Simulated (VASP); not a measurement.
## TaN: single point with PBE

Crystal: TaN.

```
Ta N
1.0
     5.24994    0.00000    0.00000
    -2.62497    4.54658    0.00000
     0.00000    0.00000    2.93207
Ta N
3 3
Cartesian
  0.0000 0.0000 0.0000
  0.0000 3.0311 1.4660
  2.6250 1.5155 1.4660
  2.6250 0.0000 0.0000
  1.3125 2.2733 0.0000
  -1.3125 2.2733 0.0000
```

```
Program             : VASP 6.6.1
Task                : single point
Functional          : PBE
Potentials or basis : VASP PAW PBE potentials, release 64 (Ta_pv, N)
Cutoff              : 520 eV
k mesh              : 6 × 6 × 9
Occupations         : fermi-dirac, width 0.05 eV
Spin                : no spin polarisation
```

```
Pressure               : 0.7 GPa
Band gap on the k mesh : zero (bands 24 and 25 overlap by 1.96 eV)
```

Stress tensor (GPa, compression positive):
```
0.61 0.00 0.00
0.00 0.61 0.00
0.00 0.00 0.88
```

Levels at points of the mesh, in eV from the Fermi level:
| k point | band 20 | band 21 | band 22 | band 23 | band 24 | band 25 | band 26 | band 27 | band 28 | band 29 |
| --- | --- | --- | --- | --- | --- | --- | --- | --- | --- | --- |
| (0.00, 0.00, 0.00) | -2.84 | -2.84 | -2.28 | -1.87 | -1.04 | -1.04 | 0.98 | 0.98 | 1.28 | 2.20 |
| (0.50, 0.00, 0.00) | -4.36 | -3.16 | -2.75 | -1.53 | -0.54 | 1.43 | 1.91 | 1.93 | 2.34 | 2.52 |

Run time: 58 s on 1 thread of Intel(R) Xeon(R) 6975P-C (Granite Rapids), on a shared host, peak memory 0.21 GiB.

Caveat: spin-orbit coupling is left out, which moves the levels of the heavy elements.
